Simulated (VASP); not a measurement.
Input of a VASP 6.6.1 run:

INCAR

```
SYSTEM = Mg3CdSe4
PREC = Accurate
ENCUT = 520
EDIFF = 1E-6
ISMEAR = 0
SIGMA = 0.1
LREAL = .FALSE.
LASPH = .TRUE.
NELM = 100
ALGO = Normal
ISIF = 2
LWAVE = .FALSE.
LCHARG = .FALSE.
GGA = PE
NBANDS = 31
```

Contents of KPOINTS:

```
regular mesh
0
G
  4 4 2
  0 0 0
```

File POSCAR:

```
Mg3CdSe4
1.0
    3.9559882875      0.0001051267      0.0001600896
    0.0001063689      3.9560010530      0.0001454261
    0.0002550160      0.0001084971     11.1097056295
Mg Cd Se
3 1 4
Direct
    0.4996922994      0.4999274707      0.2529830274
    0.0003583623      0.0003821848      0.4999269327
    0.5001790003      0.5000075485      0.7471696973
   -0.0000306685     -0.0003894562     -0.0001288002
   -0.0001519193      0.0000383757      0.2553264492
    0.5000478019      0.5002240451      0.5000597350
   -0.0000376426      0.0001168676      0.7446118041
    0.4999427664      0.4996929638      0.0000511543
```

Potentials or basis: VASP PAW PBE potentials, release 64 (Mg, Cd, Se).

The run is started by

```bash
$ cat potpaw_PBE.64/Mg/POTCAR potpaw_PBE.64/Cd/POTCAR potpaw_PBE.64/Se/POTCAR > POTCAR
$ mpirun -np 1 vasp_std > vasp.out
```

(1) What does it give for the pressure?

(2) Estimate the largest force.

Results:

(1) 0.0 GPa.

(2) 0.020 eV/Å.
